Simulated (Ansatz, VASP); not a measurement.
**One calculation of Ag, two programs**

INCAR

```
SYSTEM = Ag
ALGO = Fast ; EDIFF = 1E-6
ENCUT = 520 ; GGA = PS
ISIF = 2 ; ISMEAR = 0
LASPH = .TRUE. ; LCHARG = .FALSE.
LREAL = .FALSE. ; LWAVE = .FALSE.
NBANDS = 18 ; NELM = 60
PREC = Accurate ; SIGMA = 0.15
```

File KPOINTS:

```
k-points
0
G
  18 18 10
  0 0 0
```

Contents of POSCAR:

```
Ag
1.0
    2.9299980804      0.0000000000      0.0000000000
   -1.4649990402      2.5374527707      0.0000000000
    0.0000000000      0.0000000000      4.7900000000
Ag
2
Direct
    0.3924477341      0.7848954682      0.2500000000
    0.6666666667      0.3333333333      0.7500000000
```

Input for Ansatz:

```yaml
crystal:
  lattice:
    - [2.9299980804, 0.0, 0.0]
    - [-1.4649990402, 2.5374527707, 0.0]
    - [0.0, 0.0, 4.79]
  atoms:
    - { symbol: Ag, position: [0.3924477341, 0.7848954682, 0.25] }
    - { symbol: Ag, position: [0.6666666667, 0.3333333333, 0.75] }
basis:
  ecutwfc: 420
kpoints:
  mp_grid: { grid: [18, 18, 10] }
hamiltonian:
  xc: pbesol
scf:
  occupations: { method: gaussian, width: 0.15 }
output:
  forces: true
  stress: true
  eigenvalues: true
```

Alike in both runs: task single point; functional PBEsol; k mesh 18 × 18 × 10; occupations gaussian, width 0.15 eV; no spin polarisation.

|  | VASP | Ansatz |
| --- | --- | --- |
| version | VASP 6.6.1 | Ansatz 0.2.0 |
| potentials or method | VASP PAW PBE potentials, release 64 (Ag), cutoff 520 eV | scalar-relativistic, plane waves, PAW |
| valence electrons in the cell | 22 | 38 |

VASP gave:

| Item | Value |
| --- | --- |
| gap on the k mesh at the Fermi level (eV) | none |
| pressure (GPa) | -5.8 |
| traceless stress, the component that is largest in VASP (GPa) | -1.93 |
| rms of the force components (eV/Å) | 0.184 |

Question: Estimate Ansatz's values.

Answer: gap on the k mesh at the Fermi level (eV): none; pressure (GPa): -5.6; traceless stress, the component that is largest in VASP (GPa): -1.95; rms of the force components (eV/Å): 0.185.

VASP's potentials were made for PBE, not for PBEsol. Atom by atom the forces differ by 0.002 eV/Å (rms over components). A gap of «none» marks a metal or a gap that the smearing closes. VASP's potentials hold 22 valence electrons a cell and Ansatz's 38, so a difference there can come from the potentials and not from the codes.
